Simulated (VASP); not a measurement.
# Si5Ge3 (P1) in VASP: further runs

Si5Ge3 is run at these levels: PBEsol; tasks: single point.

All numbers are computed with VASP 6.6.1; they aren't measurements. Logs are shortened: lines on timing, memory, paths and dates and some standing lists are left out, and cuts for length are marked.

## 1. The cell of the first run

The typed cell holds 64 atoms: a = 11.029 Å, b = 11.029 Å, c = 11.029 Å, α = 90.00°, β = 90.00°, γ = 90.00°.

## 2. Single point, PBEsol

Input file INCAR:

```
ALGO = Normal
EDIFF = 1E-6
ENCUT = 520
GGA = PS
ISIF = 2
ISMEAR = -1
ISYM = 0
LASPH = True
LCHARG = True
LELF = True
LREAL = Auto
LVHAR = True
LWAVE = False
NBANDS = 286
NCORE = 4
NELM = 100
PREC = Accurate
SIGMA = 0.05
```

Input file KPOINTS:

```
Automatic mesh
0
Gamma
  1 1 1
  0.25 0.25 0.25
```

Input file POSCAR:

```
Si5Ge3
1.0
   11.0291254667      0.0000000000      0.0000000000
    0.0000000000     11.0291254667      0.0000000000
    0.0000000000      0.0000000000     11.0291254667
Si Ge
40 24
Direct
    0.0001610000      0.9981390000      0.9997000000
    0.9988460000      0.9976520000      0.5033370000
    0.0014690000      0.5017920000      0.0043400000
    0.0009490000      0.5058310000      0.5002570000
    0.5023790000      0.0008080000      0.4996050000
    0.1243530000      0.1243660000      0.1204810000
    0.1245650000      0.1194900000      0.6251390000
    0.1254750000      0.6268570000      0.1258050000
    0.1258100000      0.6265480000      0.6262130000
    0.6257560000      0.1239400000      0.1296780000
    0.6236420000      0.1226070000      0.6270310000
    0.6256360000      0.6307230000      0.6245400000
    0.2486660000      0.2482290000      0.0008480000
    0.2481840000      0.7500590000      0.9990020000
    0.2492630000      0.7461120000      0.5004140000
    0.7511020000      0.7521470000      0.5004380000
    0.3732990000      0.8726330000      0.1226270000
    0.8758740000      0.3792350000      0.1258030000
    0.8776370000      0.8777680000      0.1276600000
    0.8750260000      0.8749650000      0.6264720000
    0.2465140000      0.9969690000      0.7497860000
    0.2498690000      0.5040050000      0.2498430000
    0.2496580000      0.5039510000      0.7512910000
    0.7485950000      0.9967490000      0.2493560000
    0.7494220000      0.9987000000      0.7494670000
    0.7528120000      0.4986660000      0.2531520000
    0.3799520000      0.1243150000      0.3752570000
    0.3715790000      0.6253840000      0.3754030000
    0.3731600000      0.6287270000      0.8736300000
    0.8742500000      0.1197120000      0.8760970000
    0.8744820000      0.6267260000      0.3760890000
    0.9973730000      0.7480190000      0.2482990000
    0.0030160000      0.7527640000      0.7481680000
    0.5020860000      0.2487360000      0.2521090000
    0.4997820000      0.2463620000      0.7485380000
    0.5008590000      0.7503120000      0.7509830000
    0.1245210000      0.8747320000      0.8757670000
    0.6250980000      0.3753840000      0.3722160000
    0.6273950000      0.8771570000      0.3779670000
    0.6254280000      0.8751210000      0.8721760000
    0.5015750000      0.9986450000      0.0009030000
    0.4967440000      0.5011730000      0.9988030000
    0.5019370000      0.5030920000      0.4981050000
    0.6270920000      0.6244780000      0.1283560000
    0.2505830000      0.2461700000      0.5003760000
    0.7522700000      0.2479730000      0.0034140000
    0.7458550000      0.2488880000      0.4995910000
    0.7522320000      0.7548250000      0.0007400000
    0.3726130000      0.3724620000      0.1279510000
    0.3760160000      0.3762290000      0.6282160000
    0.3750130000      0.8743650000      0.6239630000
    0.8770720000      0.3767190000      0.6223370000
    0.2511790000      0.0012050000      0.2481010000
    0.7492860000      0.5032170000      0.7484890000
    0.3722240000      0.1244480000      0.8732900000
    0.8744560000      0.1207530000      0.3748020000
    0.8805500000      0.6271950000      0.8757050000
    0.0002480000      0.2499680000      0.2465750000
    0.0004540000      0.2457250000      0.7509330000
    0.4978360000      0.7526890000      0.2539110000
    0.1253270000      0.3793320000      0.3753950000
    0.1264640000      0.3773890000      0.8783910000
    0.1229980000      0.8719600000      0.3765600000
    0.6231470000      0.3717790000      0.8730680000
```

Potentials or basis: VASP PAW PBE potentials, release 64 (Si, Ge_d).

The run is started by

```console
cat potpaw_PBE.64/Si/POTCAR potpaw_PBE.64/Ge_d/POTCAR > POTCAR
mpirun -np 4 vasp_std > vasp.out
```

OUTCAR:

```text
EDIFF = 1E-6
   ENCUT = 520
   GGA = PS
   ISIF = 2
   ISMEAR = -1
   ISYM = 0
   LASPH = True
   LREAL = Auto
   NELM = 100
   PREC = Accurate

 ion  position               nearest neighbor table
   1  0.000  0.998  1.000-  19 2.36  30 2.36   6 2.36  37 2.37
   2  0.999  0.998  0.503-   7 2.35  20 2.35  56 2.39  63 2.40
   3  0.001  0.502  0.004-  18 2.35   8 2.36  57 2.39  62 2.39
   4  0.001  0.506  0.500-  31 2.37   9 2.37  52 2.39  61 2.39
   5  0.502  0.001  0.500-  27 2.36  39 2.36  11 2.36  51 2.41
   6  0.124  0.124  0.120-  13 2.34   1 2.36  58 2.39  53 2.40
[... 56 lines left out ...]
  63  0.123  0.872  0.377-  15 2.39   2 2.40  32 2.41  53 2.46
  64  0.623  0.372  0.873-  35 2.38  42 2.43  54 2.43  46 2.44

IMPORTANT INFORMATION: All symmetrisations will be switched off!
NOSYMM: (Re-)initialisation of all symmetry stuff for point group C_1.

----------------------------------------------------------------------------------------

                                     Primitive cell

  volume of cell :    1341.6006

  direct lattice vectors                    reciprocal lattice vectors
    11.029125467  0.000000000  0.000000000     0.090669020  0.000000000  0.000000000
     0.000000000 11.029125467  0.000000000     0.000000000  0.090669020  0.000000000
     0.000000000  0.000000000 11.029125467     0.000000000  0.000000000  0.090669020

  length of vectors
    11.029125467 11.029125467 11.029125467     0.090669020  0.090669020  0.090669020

  position of ions in fractional coordinates (direct lattice)
     0.000161000  0.998139000  0.999700000
     0.998846000  0.997652000  0.503337000
     0.001469000  0.501792000  0.004340000
     0.000949000  0.505831000  0.500257000
     0.502379000  0.000808000  0.499605000
     0.124353000  0.124366000  0.120481000
[... 56 lines left out ...]
     0.122998000  0.871960000  0.376560000
     0.623147000  0.371779000  0.873068000

  ion indices of the primitive-cell ions
   primitive index   ion index
                 1           1
                 2           2
                 3           3
                 4           4
                 5           5
                 6           6
[... 56 lines left out ...]
                63          63
                64          64

----------------------------------------------------------------------------------------

 KPOINTS: Automatic mesh

Automatic generation of k-mesh.
 Grid dimensions read from file:
 generate k-points for:    1    1    1
[... 46 lines left out ...]
   NSW    =      0    number of steps for IOM
   IBRION =     -1    ionic relax: 0-MD 1-quasi-New 2-CG
   NFREE  =      0    steps in history (QN), initial steepest desc. (CG)
   ISIF   =      2    stress and relaxation
   ISYM   =      0    0-nonsym 1-usesym 2-fastsym
   POTIM  = 0.5000    time-step for ionic-motion
   TEBEG  =    0.0;   TEEND  =   0.0 temperature during run
   PSTRESS=    0.0 pullay stress
   NELECT =     496.0000    total number of electrons
   NUPDOWN=      -1.0000    fix difference up-down
   EMIN   =  10.00;   EMAX   =-10.00  energy-range for DOS
   EFERMI =   0.00;   METHOD = LEGACY
   ISMEAR =    -1;   SIGMA  =   0.05  broadening in eV -4-tet -1-fermi 0-gaus
   EFERMI_NEDOS =   21; number of points for ismear=-14 and -15
   IALGO  =     38    algorithm
   IMIX   =      4    mixing-type and parameters
     AMIX     =   0.40;   BMIX     =  1.00
     AMIX_MAG =   1.60;   BMIX_MAG =  1.00
  volume/ion in A,a.u.               =      20.96       141.46
  Fermi-wavevector in a.u.,A,eV,Ry     =   1.174972  2.220376 18.783659  1.380560
  Thomas-Fermi vector in A             =   2.311361
   LORBIT       =      0    0 simple, 1 ext, 2 COOP (PROOUT), +10 PAW based schemes
   GGA     = PS    functional components
   LHFCALC =     F    Hartree Fock is set to
   AEXX    =    0.0000 exact exchange contribution
   IVDW    =     0    specifies the selected vdW correction
   LEPSILON=     F    determine dielectric tensor
   LRPA    =     F    only Hartree local field effects (RPA)
 non-spin polarized calculation
  energy-cutoff  :      520.00
  volume of cell :     1341.60
 maximum number of plane-waves:     36117
 NGX is ok and might be reduce to    84
   NGX = 41   NGY = 41   NGZ = 41

 number of electron     495.9999990 magnetization

 Free energy of the ion-electron system (eV)
  ---------------------------------------------------
  ext. energy  EPLUGINS =         0.00000000
  ---------------------------------------------------
  free energy    TOTEN  =      -347.68414958 eV

  energy without entropy =     -347.68398310  energy(sigma->0) =     -347.68406634

 E-fermi :   5.6417     XC(G=0):  -9.7988

 val. band max:        5.1430074457   @ k =  -0.2500  -0.2500   0.2500
 cond. band min:       6.1235060573   @ k =   0.2500   0.2500   0.2500
 fundamental gap:      0.9804986116
 Fermi energy:         5.6416609863

 k-point     1 :       0.2500    0.2500    0.2500
  band No.  band energies     occupation
      1     -19.0447      2.00000
      2     -19.0313      2.00000
      3     -19.0312      2.00000
      4     -19.0295      2.00000
      5     -19.0225      2.00000
      6     -19.0170      2.00000
[... 1041 lines left out ...]
    259       7.1784      0.00000
    260       7.2124      0.00000
 [bands above 260 left out]

------------------------ aborting loop because EDIFF is reached ----------------------------------------

  FORCE on cell =-STRESS in cart. coord.  units (eV):
  Direction    XX          YY          ZZ          XY          YZ          ZX
  --------------------------------------------------------------------------------------
  -------------------------------------------------------------------------------------
  Total       -0.0004458     -0.0025011     -0.0225486     -0.5323722     -0.4321741     -0.4536863
  in kB       -0.0005324     -0.0029868     -0.0269281     -0.6357739     -0.5161145     -0.5418050
  external PRESSURE =      -0.0101491 kB  Pullay stress =       0.0000000 kB

 VOLUME and BASIS-vectors are now :
 -----------------------------------------------------------------------------
  energy-cutoff  :      520.00
  volume of cell :     1341.60
      direct lattice vectors                 reciprocal lattice vectors
    11.029125467  0.000000000  0.000000000     0.090669020  0.000000000  0.000000000
     0.000000000 11.029125467  0.000000000     0.000000000  0.090669020  0.000000000
     0.000000000  0.000000000 11.029125467     0.000000000  0.000000000  0.090669020

 POSITION                                       TOTAL-FORCE (eV/Angst)
 -----------------------------------------------------------------------------------
      0.00178     11.00860     11.02582         0.025035      0.045980      0.019495
     11.01640     11.00323      5.55137         0.023650      0.003247     -0.003899
      0.01620      5.53433      0.04787         0.007877      0.007004      0.033732
      0.01047      5.57887      5.51740         0.005767      0.018026      0.019509
      5.54080      0.00891      5.51021         0.019321      0.012197      0.034083
      1.37150      1.37165      1.32880         0.010157     -0.020662      0.002529
[... 56 lines left out ...]
      1.35656      9.61696      4.15313        -0.031622      0.004126     -0.010866
      6.87277      4.10040      9.62918         0.037906      0.002654      0.017288
 -----------------------------------------------------------------------------------
    total drift:                                0.007326     -0.003498     -0.009830

  FREE ENERGIE OF THE ION-ELECTRON SYSTEM (eV)
  ---------------------------------------------------
  free  energy   TOTEN  =      -347.6841495814 eV

  energy  without entropy=     -347.6839830985  energy(sigma->0) =     -347.68406634
```

Wall time 15 min (4 MPI ranks of Intel Xeon Platinum 8259CL at 2.50GHz (Skylake/Cascade Lake), shared host); peak memory 0.55 GiB.

Results:

| Item | Value |
| --- | --- |
| Free energy | -347.6841 eV |
| Pressure | 0.0 GPa |
| Largest force | 0.101 eV/Å |
| Band gap on the k mesh | 0.98 eV (least direct gap 0.99 eV) |

Forces in eV/Å, atoms in the order of the input:
```
Si   0.025  0.046  0.019
Si   0.024  0.003 -0.004
Si   0.008  0.007  0.034
Si   0.006  0.018  0.020
Si   0.019  0.012  0.034
Si   0.010 -0.021  0.003
Si   0.000  0.003 -0.012
Si  -0.023 -0.041 -0.035
Si  -0.044 -0.047 -0.021
Si  -0.042 -0.020 -0.029
Si  -0.022 -0.028 -0.013
Si  -0.048 -0.006 -0.045
Si   0.005  0.004  0.041
Si   0.045  0.028  0.028
Si   0.047  0.037  0.023
Si   0.033  0.022  0.034
Si  -0.006  0.020  0.004
Si  -0.034 -0.034 -0.022
Si  -0.051 -0.042 -0.063
Si  -0.024 -0.027 -0.025
Si   0.019  0.058  0.027
Si   0.002  0.003  0.006
Si   0.012  0.033 -0.016
Si   0.060  0.045  0.049
Si   0.023  0.018  0.034
Si   0.015  0.005  0.026
Si  -0.028 -0.022 -0.049
Si   0.008  0.007 -0.001
Si  -0.031  0.008 -0.028
Si  -0.010 -0.006 -0.012
Si  -0.020 -0.055 -0.021
Si   0.048  0.051  0.072
Si   0.014  0.018  0.024
Si   0.017  0.021 -0.001
Si   0.032 -0.001  0.001
Si   0.017 -0.010  0.014
Si  -0.023 -0.029 -0.041
Si   0.000 -0.002 -0.019
Si  -0.063 -0.058 -0.039
Si   0.008  0.000 -0.002
Ge   0.013 -0.028  0.039
Ge   0.020  0.014  0.002
Ge   0.026  0.034 -0.019
Ge   0.000 -0.005 -0.013
Ge  -0.001  0.002  0.046
Ge   0.020  0.020 -0.016
Ge   0.008  0.041  0.015
Ge  -0.028  0.030  0.001
Ge  -0.016 -0.028  0.029
Ge  -0.050 -0.030  0.015
Ge  -0.010 -0.034 -0.019
Ge  -0.007 -0.010 -0.019
Ge   0.026  0.000 -0.004
Ge   0.012 -0.003  0.024
Ge  -0.038  0.010 -0.022
Ge   0.007 -0.038 -0.004
Ge  -0.004 -0.028 -0.028
Ge   0.013  0.038  0.001
Ge   0.014  0.019  0.023
Ge   0.000  0.017  0.018
Ge  -0.021 -0.012 -0.026
Ge  -0.020 -0.033 -0.040
Ge  -0.032  0.004 -0.011
Ge   0.038  0.003  0.017
```

Levels at points of the mesh, in eV from the valence-band top:
```
           k point  band 245  band 246  band 247  band 248  band 249  band 250  band 251  band 252
(0.25, 0.25, 0.25)     -0.54     -0.52     -0.02     -0.01      0.98      1.03      1.11      1.33
```

Caveat: the PAW data sets were made with another functional, which shifts forces and pressure a little; a shifted mesh leaves out Γ, where band edges can lie. A k mesh can miss the band edges.

(Continued in part 2 of 2.)
